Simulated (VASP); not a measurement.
A run of VASP 6.6.1 is set up as follows.

Contents of INCAR:

```
  ALGO = Fast
  EDIFF = 1E-6
  ENCUT = 520
  GGA = PS
  ISIF = 2
  ISMEAR = 0
  LASPH = T
  LCHARG = F
  LREAL = F
  LWAVE = F
  NBANDS = 12
  NELM = 60
  PREC = Accurate
  SIGMA = 0.15
```

File KPOINTS:

```
k-points
0
Gamma
  22 22 22
```

File POSCAR:

```
Ta
1.0
   -1.4285824893      1.4285824893      2.0757303570
    1.4285824893     -1.4285824893      2.0757303570
    1.4285824893      1.4285824893     -2.0757303570
Ta
1
Direct
    0.0000000000      0.0000000000      0.0000000000
```

Potentials or basis: VASP PAW PBE potentials, release 64 (Ta_pv).

Command:

```sh
$ cat potpaw_PBE.64/Ta_pv/POTCAR > POTCAR
$ mpirun -np 1 vasp_std > vasp.out
```

**Question.** What does it give for the pressure?

**Answer.** 16.7 GPa.

**Question.** What does it give for the band gap on the k mesh?

**Answer.** Zero (an odd number of electrons rules out a gap without spin polarisation).

Stress tensor (GPa, compression positive):
```
14.76  0.00  0.00
 0.00 14.76  0.00
 0.00  0.00 20.46
```

Caveat: the stress differs along the axes, from 15 to 20 GPa; the PAW data sets were made with another functional, which shifts forces and pressure a little; spin-orbit coupling is left out, which moves the levels of the heavy elements.
